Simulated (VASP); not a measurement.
Wanted: the native input for a VASP 6.6.1 run.

- Task: single point
- Functional: PBEsol
- Potentials or basis: VASP PAW PBE potentials, release 64 (In_d, P)
- Cutoff: 500 eV
- k mesh: 6 × 6 × 6
- Occupations: gaussian, width 0.01 eV
- Spin: no spin polarisation
- Dipole correction: no
- Further INCAR settings: ALGO = Normal; EDIFF = 1e-06; NBANDS = 16

The structure of InP lies in POSCAR:

```
InP
1.0
    0.0000000000      2.9538133435      2.9538133435
    2.9538133435      0.0000000000      2.9538133435
    2.9538133435      2.9538133435      0.0000000000
In P
1 1
Direct
    0.0000000000      0.0000000000      0.0000000000
    0.2500000000      0.2500000000      0.2500000000
```

The input as run:

INCAR

```
  PREC = Accurate
  ENCUT = 500
  EDIFF = 1E-6
  ISMEAR = 0
  SIGMA = 0.01
  LREAL = False
  LASPH = True
  NELM = 120
  ALGO = Normal
  ISIF = 2
  LWAVE = False
  LCHARG = False
  GGA = PS
  NBANDS = 16
  GGA_COMPAT = False
```

KPOINTS

```
Automatic mesh
0
Gamma
  6 6 6
```

Potentials or basis: VASP PAW PBE potentials, release 64 (In_d, P).

Launch:

```sh
$ cat potpaw_PBE.64/In_d/POTCAR potpaw_PBE.64/P/POTCAR > POTCAR
$ mpirun -np 1 vasp_std > vasp.out
```

Results of the run:

```
Pressure               : -1.0 GPa
Band gap on the k mesh : 0.48 eV, direct
```

Caveat: the PAW data sets were made with another functional, which shifts forces and pressure a little; spin-orbit coupling is left out, which moves the levels of the heavy elements.

Wall time 8.3 s on 1 thread of AMD EPYC 7R13 Processor (Zen 3), on a shared host, peak memory 0.14 GiB.
